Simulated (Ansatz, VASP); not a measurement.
**One calculation of LiH, two programs**

File INCAR:

```
PREC = Accurate
ENCUT = 520
EDIFF = 1E-8
ISMEAR = -1
SIGMA = 0.03
LREAL = False
LASPH = True
NELM = 100
ALGO = Normal
ISIF = 2
LWAVE = False
LCHARG = False
GGA = CA
LEFG = True
NBANDS = 9
```

KPOINTS

```
regular mesh
0
Gamma
  11 11 11
```

Contents of POSCAR:

```
LiH
1.0
    0.0000000000      2.0392525413      2.0392525413
    2.0392525413      0.0000000000      2.0392525413
    2.0392525413      2.0392525413      0.0000000000
Li H
1 1
Direct
    0.0000000000      0.0000000000      0.0000000000
    0.5000000000      0.5000000000      0.5000000000
```

Input for Ansatz:

```yaml
crystal:
  lattice:
    - [0.0, 2.0392525413, 2.0392525413]
    - [2.0392525413, 0.0, 2.0392525413]
    - [2.0392525413, 2.0392525413, 0.0]
  atoms:
    - { symbol: Li, position: [0.0, 0.0, 0.0] }
    - { symbol: H, position: [0.5, 0.5, 0.5] }
kpoints:
  mp_grid: { grid: [11, 11, 11] }
scf:
  occupations: { method: fermi_dirac, width: 0.03 }
hamiltonian:
  xc: lda
  pseudopotentials: { kind: all_electron, datasets: crystal }
output:
  forces: true
  stress: true
  eigenvalues: true
  efg: { contact_densities: true }
```

Change from the starting cell: volume scaled by 1.01, crystal datasets.

Alike in both runs: task electric field gradients; functional LDA; k mesh 11 × 11 × 11; occupations fermi-dirac, width 0.03 eV; no spin polarisation.

|  | VASP | Ansatz |
| --- | --- | --- |
| version | VASP 6.6.1 | Ansatz 0.2.0 |
| potentials or method | VASP PAW LDA potentials, release 64 (Li_sv, H), cutoff 520 eV | all-electron PAW with datasets made for the crystal, scalar-relativistic |

```csv
,VASP,Ansatz,Ansatz less VASP
gap on the k mesh at the Fermi level (eV),2.84,2.85,+0.009
```

LDA's correlation is that of Perdew and Zunger in VASP and of Perdew and Wang (1992) in Ansatz. Ansatz ran all-electron here, and VASP with PAW potentials.

Noted on VASP's run: the cutoff is short for stress, so the pressure is rough.
